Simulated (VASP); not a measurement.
Crystal: InSe.

```
In Se
1.0
    -0.01815   -3.12381   -3.02453
    -2.93497   -0.02937   -3.01331
     2.85020    3.00539   -5.91248
In Se
2 2
Direct
  0.97605 0.02295 0.96784
  0.50024 0.44814 0.51190
  0.25683 0.25699 0.27138
  0.76687 0.77192 0.74889
```

- Program: VASP 6.6.1
- Task: relaxation of cell and atoms
- Functional: PBE
- Potentials or basis: VASP PAW PBE potentials, release 64 (In_d, Se)
- Cutoff: 600 eV
- k mesh: 6 × 6 × 6
- Occupations: gaussian, width 0.2 eV
- Spin: no spin polarisation

At the start: pressure 1.2 GPa; volume 26.82 Å³/atom.

Question: Where does the relaxation end?

Answer: Over 37 steps the energy falls by 86.0 meV/atom and the volume is 27.11 Å³/atom (+1.1 %); space group P1 (No. 1, to 0.1 Å) before, R-3m (No. 166, to 0.1 Å).

Step by step:
```
step  energy change (eV)  largest force (eV/Å)  pressure (GPa)  volume (Å³)
   1              0.0000                1.2184            1.19       107.29
   2             -0.1637                0.6449           -1.06       110.39
   3             -0.2021                0.2956           -2.52       113.39
   4             -0.2874                0.1610           -0.12       106.93
   5             -0.2874                0.1603           -0.09       106.85
   6             -0.2929                0.1317           -0.03       106.57
   7             -0.2994                0.0737            0.19       105.77
   8             -0.3014                0.0440           -0.15       106.51
   9             -0.3015                0.0441           -0.22       106.67
  10             -0.3024                0.0321            0.08       106.06
  11             -0.3024                0.0334            0.02       106.18
  12             -0.3029                0.0358            0.03       106.17
  13             -0.3036                0.0419            0.02       106.14
  14             -0.3040                0.0549            0.03       106.09
  15             -0.3042                0.0571            0.02       106.11
  16             -0.3051                0.0633            0.00       106.17
  17             -0.3070                0.0752           -0.04       106.29
  18             -0.3118                0.0871           -0.05       106.52
  19             -0.3177                0.1012            0.13       106.95
  20             -0.3177                0.0943            0.04       106.83
  21             -0.3180                0.0964            0.08       106.88
  22             -0.3186                0.0963            0.09       106.94
  23             -0.3197                0.1056            0.12       107.11
  24             -0.3208                0.1024            0.10       107.17
  25             -0.3240                0.0934            0.03       107.36
  26             -0.3290                0.0820           -0.11       107.73
  27             -0.3339                0.1159           -0.38       108.44
  28             -0.3368                0.0977           -0.03       107.73
  29             -0.3376                0.0836            0.25       107.19
  30             -0.3395                0.0733            0.21       107.40
  31             -0.3425                0.0442            0.09       108.02
  32             -0.3427                0.0397            0.07       108.18
  33             -0.3434                0.0332           -0.08       108.56
  34             -0.3435                0.0301           -0.15       108.78
  35             -0.3438                0.0283            0.04       108.40
  36             -0.3438                0.0270            0.01       108.47
  37             -0.3439                0.0245            0.01       108.43
```

Final structure:
```cif
data_structure
_symmetry_space_group_name_H-M 'P 1'
_symmetry_Int_Tables_number 1
_cell_length_a 4.1225
_cell_length_b 4.1228
_cell_length_c 7.7369
_cell_angle_alpha 74.616
_cell_angle_beta 74.602
_cell_angle_gamma 60.033
_cell_volume 108.43
loop_
_atom_site_label
_atom_site_type_symbol
_atom_site_fract_x
_atom_site_fract_y
_atom_site_fract_z
_atom_site_occupancy
In1 In 0.00785 0.99348 0.00028 1
In2 In 0.49755 0.50172 0.50011 1
Se1 Se 0.23434 0.23924 0.28915 1
Se2 Se 0.76026 0.76556 0.71046 1
```
